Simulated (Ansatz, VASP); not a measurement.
Two plane-wave programs on CdSe

Contents of POSCAR:

```
CdSe
1.0
    0.0170261844      3.0677809647      3.0677809647
    3.0677809647      0.0170261844      3.0677809647
    3.0848071491      3.0848071491      0.0000000000
Cd Se
1 1
Direct
    0.0011915085      0.0011915085     -0.0011915085
    0.2488084915      0.2488084915      0.2511915085
```

INCAR.step1

```
  ALGO = Normal
  EDIFF = 1E-4
  ENCUT = 520
  GGA = PE
  ISMEAR = 0
  LASPH = T
  LCHARG = F
  LREAL = F
  LWAVE = T
  NBANDS = 16
  NELM = 80
  PREC = Accurate
  SIGMA = 0.01
```

File INCAR.step2:

```
  ALGO = Normal
  EDIFF = 1E-7
  ENCUT = 520
  ISIF = 2
  ISMEAR = 0
  ISTART = 1
  LASPH = T
  LCHARG = F
  LMIXTAU = T
  LREAL = F
  LWAVE = F
  METAGGA = R2SCAN
  NBANDS = 16
  NELM = 80
  PREC = Accurate
  SIGMA = 0.01
```

Contents of KPOINTS:

```
k-points
0
Gamma
  8 8 8
```

Input for Ansatz:

```yaml
crystal:
  lattice:
    - [0.0170261844, 3.0677809647, 3.0677809647]
    - [3.0677809647, 0.0170261844, 3.0677809647]
    - [3.0848071491, 3.0848071491, 0.0]
  atoms:
    - { symbol: Cd, position: [0.0011915085, 0.0011915085, -0.0011915085] }
    - { symbol: Se, position: [0.2488084915, 0.2488084915, 0.2511915085] }
kpoints:
  mp_grid: { grid: [8, 8, 8] }
  band_path:
    path:
      - [0.0, 0.0, 0.0]
      - [-0.5, -0.5, 0.0]
      - [-0.375, -0.375, 0.25]
      - [-0.375, 0.0, 0.375]
      - [0.0, 0.0, 0.5]
      - [-0.5, -0.25, 0.25]
    npoints: 1
hamiltonian:
  xc: r2scan
scf:
  occupations: { method: fixed }
  n_extra_bands: 4
output:
  forces: true
  stress: true
  eigenvalues: true
```

Change from the starting cell: shear_xy strain +1.1%.

Alike in both runs: task single point; functional r2SCAN; k mesh 8 × 8 × 8; no spin polarisation.

|  | VASP | Ansatz |
| --- | --- | --- |
| version | VASP 6.6.1 | Ansatz 0.2.0 |
| potentials or method | VASP PAW PBE potentials, release 64 (Cd, Se) | plane waves, PAW |
| plane-wave cutoff (eV) | 520 | 500 |
| occupations | gaussian, width 0.01 eV | fixed |
| valence electrons in the cell | 18 | 36 |

```csv
,VASP,Ansatz,Ansatz less VASP
gap on the k mesh at the Fermi level (eV),1.00,1.01,+0.010
pressure (GPa),0.2,-0.1,-0.24
"traceless stress, the component that is largest in VASP (GPa)",-0.25,-0.25,+0.003
```

VASP's potentials were made for PBE, not for r2SCAN. VASP's potentials hold 18 valence electrons a cell and Ansatz's 36, so a difference there can come from the potentials and not from the codes.
